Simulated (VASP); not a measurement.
# Ca4AlTl (F-43m) in VASP: a series of runs

Runs on Ca4AlTl. Level: PBE. Tasks: single point, relaxation of cell and atoms.

Program: VASP 6.6.1. These are calculated values, not measurements. Logs are shortened: lines on timing, memory, paths and dates and some standing lists are left out, and cuts for length are marked.

## 1. The cell of the first run

Symmetry: F-43m, No. 216, cubic system. The conventional cell has a = 9.484 Å, b = 9.484 Å, c = 9.484 Å, α = 90.00°, β = 90.00°, γ = 90.00°. Ca (site symmetry 3m) has 6 Ca at 3.35 to 3.36 Å and 3 Al at 3.93 Å and 3 Tl at 3.93 Å within 4.4 Å. Within 5.2 Å of Al (site symmetry -43m) lie 12 Ca at 3.93 Å and 4 Tl at 4.11 Å. Tl (site symmetry -43m) has 12 Ca at 3.93 Å and 4 Al at 4.11 Å within 5.2 Å.

## 2. Single point, PBE

Contents of INCAR:

```
SYSTEM = Ca4AlTl
  ALGO = Fast
  EDIFF = 1E-7
  ENCUT = 520
  GGA = PE
  ISIF = 2
  ISMEAR = 0
  LASPH = .TRUE.
  LCHARG = .TRUE.
  LELF = .TRUE.
  LREAL = .FALSE.
  LVHAR = .TRUE.
  LWAVE = .FALSE.
  NBANDS = 37
  NELM = 60
  PREC = Accurate
  SIGMA = 0.1
```

Contents of KPOINTS:

```
k-points
0
G
  8 8 8
  0 0 0
```

Contents of POSCAR:

```
Ca4AlTl
1.0
    0.0000000000      4.7418632314      4.7418632314
    4.7418632314      0.0000000000      4.7418632314
    4.7418632314      4.7418632314      0.0000000000
Ca Al Tl
4 1 1
Direct
    0.8741565912      0.3752811363      0.3752811363
    0.3752811363      0.3752811363      0.3752811363
    0.3752811363      0.8741565912      0.3752811363
    0.3752811363      0.3752811363      0.8741565912
    0.7500000000      0.7500000000      0.7500000000
    0.0000000000      0.0000000000      0.0000000000
```

Potentials or basis: VASP PAW PBE potentials, release 64 (Ca_sv, Al, Tl_d).

Run with:

```bash
cat potpaw_PBE.64/Ca_sv/POTCAR potpaw_PBE.64/Al/POTCAR potpaw_PBE.64/Tl_d/POTCAR > POTCAR
mpirun -np 1 vasp_std > vasp.out
```

OUTCAR:

```text
SYSTEM = Ca4AlTl
   EDIFF = 1E-7
   ENCUT = 520
   GGA = PE
   ISIF = 2
   ISMEAR = 0
   LASPH = .TRUE.
   LREAL = .FALSE.
   NELM = 60
   PREC = Accurate

 ion  position               nearest neighbor table
   1  0.874  0.375  0.375-
   2  0.375  0.375  0.375-
   3  0.375  0.874  0.375-
   4  0.375  0.375  0.874-
   5  0.750  0.750  0.750-
   6  0.000  0.000  0.000-

  LATTYP: Found a face centered cubic cell.
 ALAT       =     9.4837264628

  Lattice vectors:

 A1 = (   0.0000000000,   4.7418632314,   4.7418632314)
 A2 = (   4.7418632314,   0.0000000000,   4.7418632314)
 A3 = (   4.7418632314,   4.7418632314,   0.0000000000)

Analysis of symmetry for initial positions (statically):
=====================================================================
 Subroutine PRICEL returns:
 Original cell was already a primitive cell.

 Routine SETGRP: Setting up the symmetry group for a
 face centered cubic supercell.

 Subroutine GETGRP returns: Found 24 space group operations
 (whereof 24 operations were pure point group operations)
 out of a pool of 48 trial point group operations.

The static configuration has the point symmetry T_d .

Analysis of symmetry for dynamics (positions and initial velocities):
=====================================================================
 Subroutine PRICEL returns:
 Original cell was already a primitive cell.

 Routine SETGRP: Setting up the symmetry group for a
 face centered cubic supercell.

 Subroutine GETGRP returns: Found 24 space group operations
 (whereof 24 operations were pure point group operations)
 out of a pool of 48 trial point group operations.

The dynamic configuration has the point symmetry T_d .

 Subroutine INISYM returns: Found 24 space group operations
 (whereof 24 operations are pure point group operations),
 and found     1 'primitive' translations

----------------------------------------------------------------------------------------

                                     Primitive cell

  volume of cell :     213.2441

  direct lattice vectors                    reciprocal lattice vectors
     0.000000000  4.741863231  4.741863231    -0.105443784  0.105443784  0.105443784
     4.741863231  0.000000000  4.741863231     0.105443784 -0.105443784  0.105443784
     4.741863231  4.741863231  0.000000000     0.105443784  0.105443784 -0.105443784

  length of vectors
     6.706007293  6.706007293  6.706007293     0.182633990  0.182633990  0.182633990

  position of ions in fractional coordinates (direct lattice)
     0.874156591  0.375281136  0.375281136
     0.375281136  0.375281136  0.375281136
     0.375281136  0.874156591  0.375281136
     0.375281136  0.375281136  0.874156591
     0.750000000  0.750000000  0.750000000
     0.000000000  0.000000000  0.000000000

  ion indices of the primitive-cell ions
   primitive index   ion index
                 1           1
                 2           2
                 3           3
                 4           4
                 5           5
                 6           6

----------------------------------------------------------------------------------------

 KPOINTS: k-points

Automatic generation of k-mesh.
 Grid dimensions read from file:
 generate k-points for:    8    8    8

 Generating k-lattice:

  Cartesian coordinates                     Fractional coordinates (reciprocal lattice)
    -0.013180473  0.013180473  0.013180473     0.125000000  0.000000000  0.000000000
     0.013180473 -0.013180473  0.013180473     0.000000000  0.125000000  0.000000000
     0.013180473  0.013180473 -0.013180473     0.000000000  0.000000000  0.125000000

  Length of vectors
     0.022829249  0.022829249  0.022829249

  Shift w.r.t. Gamma in fractional coordinates (k-lattice)
     0.000000000  0.000000000  0.000000000

 Subroutine IBZKPT returns following result:
 ===========================================

 Found     29 irreducible k-points:

 Following reciprocal coordinates:
            Coordinates               Weight
  0.000000  0.000000  0.000000      1.000000
  0.125000  0.000000  0.000000      8.000000
  0.250000  0.000000  0.000000      8.000000
  0.375000  0.000000  0.000000      8.000000
  0.500000  0.000000  0.000000      4.000000
  0.125000  0.125000  0.000000      6.000000
[... 16 lines left out ...]
  0.500000  0.250000  0.125000     48.000000
 -0.375000  0.250000  0.125000     24.000000
 [... further k-points ...]
   k-points           NKPTS =     29   k-points in BZ     NKDIM =     29   number of bands    NBANDS=     37
   number of dos      NEDOS =    301   number of ions     NIONS =      6
   total plane-waves  NPLWV = 125000
   dimension x,y,z NGX =    50 NGY =   50 NGZ =   50
   dimension x,y,z NGXF=   100 NGYF=  100 NGZF=  100
   ions per type =               4   1   1
   NGX,Y,Z   is equivalent  to a cutoff of  12.40, 12.40, 12.40 a.u.
   NGXF,Y,Z  is equivalent  to a cutoff of  24.79, 24.79, 24.79 a.u.
 SYSTEM =  Ca4AlTl
   PREC   = accura    normal or accurate (medium, high low for compatibility)
   ISTART =      0    job   : 0-new  1-cont  2-samecut
   ICHARG =      2    charge: 1-file 2-atom 10-const
   ISPIN  =      1    spin polarized calculation?
   LNONCOLLINEAR =      F non collinear calculations
   LSORBIT =      F    spin-orbit coupling
   LASPH  =      T    aspherical Exc in radial PAW
   ENCUT  =  520.0 eV  38.22 Ry    6.18 a.u.  12.47 12.47 12.47*2*pi/ulx,y,z
   NELM   =     60;   NELMIN=  2; NELMDL= -5     # of ELM steps
   EDIFF  = 0.1E-06   stopping-criterion for ELM
   LREAL  =      F    real-space projection
   EDIFFG = 0.1E-05   stopping-criterion for IOM
   NSW    =      0    number of steps for IOM
   IBRION =     -1    ionic relax: 0-MD 1-quasi-New 2-CG
   NFREE  =      0    steps in history (QN), initial steepest desc. (CG)
   ISIF   =      2    stress and relaxation
   ISYM   =      2    0-nonsym 1-usesym 2-fastsym
   POTIM  = 0.5000    time-step for ionic-motion
   TEBEG  =    0.0;   TEEND  =   0.0 temperature during run
   PSTRESS=    0.0 pullay stress
   NELECT =      56.0000    total number of electrons
   NUPDOWN=      -1.0000    fix difference up-down
   EMIN   =  10.00;   EMAX   =-10.00  energy-range for DOS
   EFERMI =   0.00;   METHOD = LEGACY
   ISMEAR =     0;   SIGMA  =   0.10  broadening in eV -4-tet -1-fermi 0-gaus
   EFERMI_NEDOS =   21; number of points for ismear=-14 and -15
   IALGO  =     68    algorithm
   IMIX   =      4    mixing-type and parameters
     AMIX     =   0.40;   BMIX     =  1.00
     AMIX_MAG =   1.60;   BMIX_MAG =  1.00
  volume/ion in A,a.u.               =      35.54       239.84
  Fermi-wavevector in a.u.,A,eV,Ry     =   1.048363  1.981119 14.953696  1.099066
  Thomas-Fermi vector in A             =   2.183282
   LORBIT       =      0    0 simple, 1 ext, 2 COOP (PROOUT), +10 PAW based schemes
   GGA     = PE    functional components
   LHFCALC =     F    Hartree Fock is set to
   AEXX    =    0.0000 exact exchange contribution
   IVDW    =     0    specifies the selected vdW correction
   LEPSILON=     F    determine dielectric tensor
   LRPA    =     F    only Hartree local field effects (RPA)
 non-spin polarized calculation
 RMM-DIIS sequential band-by-band and
 Gauss-broadening in eV      SIGMA  =   0.10
  energy-cutoff  :      520.00
  volume of cell :      213.24
 maximum number of plane-waves:      5777
 NGX is ok and might be reduce to    50
   NGX = 25   NGY = 25   NGZ = 25

 number of electron      55.9999996 magnetization

 Free energy of the ion-electron system (eV)
  ---------------------------------------------------
  ext. energy  EPLUGINS =         0.00000000
  ---------------------------------------------------
  free energy    TOTEN  =       -11.68480168 eV

  energy without entropy =      -11.64783327  energy(sigma->0) =      -11.66631747

 E-fermi :   2.8407     XC(G=0):  -8.2809

 val. band max:        2.8303449495   @ k =   0.1250   0.1250   0.0000
 cond. band min:       2.8544468672   @ k =  -0.3750   0.2500   0.0000
 fundamental gap:      0.0241019177
 Fermi energy:         2.8406622819

 k-point     1 :       0.0000    0.0000    0.0000
  band No.  band energies     occupation
      1     -38.9239      2.00000
      2     -38.8595      2.00000
      3     -38.8595      2.00000
      4     -38.8595      2.00000
      5     -20.2400      2.00000
      6     -20.0399      2.00000
[... 29 lines left out ...]
     36       4.4399      0.00000
     37       4.8970      0.00000

 k-point     2 :       0.1250    0.0000    0.0000
  band No.  band energies     occupation
      1     -38.9221      2.00000
      2     -38.8613      2.00000
      3     -38.8595      2.00000
      4     -38.8595      2.00000
      5     -20.2276      2.00000
      6     -20.0364      2.00000
[... 29 lines left out ...]
     36       4.4622      0.00000
     37       5.0715      0.00000

 k-point     3 :       0.2500    0.0000    0.0000
  band No.  band energies     occupation
      1     -38.9172      2.00000
      2     -38.8663      2.00000
      3     -38.8595      2.00000
      4     -38.8595      2.00000
      5     -20.1962      2.00000
      6     -20.0228      2.00000
[... 29 lines left out ...]
     36       4.5279      0.00000
     37       5.2250      0.00000

 k-point     4 :       0.3750    0.0000    0.0000
  band No.  band energies     occupation
      1     -38.9111      2.00000
      2     -38.8724      2.00000
      3     -38.8595      2.00000
      4     -38.8595      2.00000
      5     -20.1639      2.00000
      6     -20.0139      2.00000
[... 29 lines left out ...]
     36       4.6288      0.00000
     37       5.0123      0.00000
[... 683 lines left out ...]
      1     -38.9128      2.00000
      2     -38.8707      2.00000
      3     -38.8595      2.00000
      4     -38.8595      2.00000
      5     -20.1666      2.00000
      6     -20.0317      2.00000
[... 29 lines left out ...]
     36       4.6668      0.00000
     37       4.9294      0.00000

 k-point    23 :       0.5000    0.2500    0.1250
  band No.  band energies     occupation
      1     -38.9067      2.00000
      2     -38.8769      2.00000
      3     -38.8595      2.00000
      4     -38.8595      2.00000
      5     -20.1323      2.00000
      6     -20.0193      2.00000
[... 29 lines left out ...]
     36       4.8392      0.00000
     37       4.9682      0.00000

 k-point    24 :      -0.3750    0.2500    0.1250
  band No.  band energies     occupation
      1     -38.9032      2.00000
      2     -38.8804      2.00000
      3     -38.8595      2.00000
      4     -38.8595      2.00000
      5     -20.1173      2.00000
      6     -20.0104      2.00000
[... 29 lines left out ...]
     36       4.7155      0.00000
     37       5.0275      0.00000

 [... further k-points ...]

------------------------ aborting loop because EDIFF is reached ----------------------------------------

  FORCE on cell =-STRESS in cart. coord.  units (eV):
  Direction    XX          YY          ZZ          XY          YZ          ZX
  --------------------------------------------------------------------------------------
  -------------------------------------------------------------------------------------
  Total        0.0357624      0.0357624      0.0357624      0.0000000     -0.0000000      0.0000000
  in kB        0.2686952      0.2686952      0.2686952      0.0000000     -0.0000000      0.0000000
  external PRESSURE =       0.2686952 kB  Pullay stress =       0.0000000 kB

 VOLUME and BASIS-vectors are now :
 -----------------------------------------------------------------------------
  energy-cutoff  :      520.00
  volume of cell :      213.24
      direct lattice vectors                 reciprocal lattice vectors
     0.000000000  4.741863231  4.741863231    -0.105443784  0.105443784  0.105443784
     4.741863231  0.000000000  4.741863231     0.105443784 -0.105443784  0.105443784
     4.741863231  4.741863231  0.000000000     0.105443784  0.105443784 -0.105443784

 POSITION                                       TOTAL-FORCE (eV/Angst)
 -----------------------------------------------------------------------------------
      3.55906      5.92466      5.92466         0.004450     -0.004450     -0.004450
      3.55906      3.55906      3.55906         0.004450      0.004450      0.004450
      5.92466      3.55906      5.92466        -0.004450      0.004450     -0.004450
      5.92466      5.92466      3.55906        -0.004450     -0.004450      0.004450
      7.11279      7.11279      7.11279        -0.000000     -0.000000     -0.000000
      0.00000      0.00000      0.00000        -0.000000     -0.000000     -0.000000
 -----------------------------------------------------------------------------------
    total drift:                               -0.000001     -0.000001     -0.000001

  FREE ENERGIE OF THE ION-ELECTRON SYSTEM (eV)
  ---------------------------------------------------
  free  energy   TOTEN  =       -11.6848016778 eV

  energy  without entropy=      -11.6478332663  energy(sigma->0) =      -11.66631747
```

Run time: 8 min. Hardware: 1 thread of Intel Xeon Platinum 8124M at 3.00GHz (Skylake/Cascade Lake), shared host; peak memory 0.47 GiB.

Results:

```
Free energy            : -11.6848 eV
Pressure               : 0.0 GPa
Largest force          : 0.008 eV/Å
Band gap on the k mesh : zero (bands 28 and 29 overlap by 0.84 eV)
```

Forces on the atoms (eV/Å):
```
Ca   0.004 -0.004 -0.004
Ca   0.004  0.004  0.004
Ca  -0.004  0.004 -0.004
Ca  -0.004 -0.004  0.004
Al   0.000  0.000  0.000
Tl   0.000  0.000  0.000
```

Levels at points of the mesh, in eV from the Fermi level:
| k point | band 25 | band 26 | band 27 | band 28 | band 29 | band 30 | band 31 | band 32 |
| --- | --- | --- | --- | --- | --- | --- | --- | --- |
| (0.00, 0.00, 0.00) | -0.85 | -0.85 | -0.85 | 0.08 | 0.08 | 0.08 | 0.24 | 0.24 |
| (0.50, 0.00, 0.00) | -0.83 | -0.83 | -0.26 | -0.26 | -0.14 | -0.07 | 1.10 | 1.10 |
| (0.50, 0.50, 0.00) | -1.72 | -1.53 | -1.53 | 0.60 | 0.60 | 0.66 | 0.73 | 1.51 |

Caveat: spin-orbit coupling is left out, which moves the levels of the heavy elements.

[end of part 1 of 2]

The gap in the log of VASP goes by the Fermi energy; the results here count the filled bands.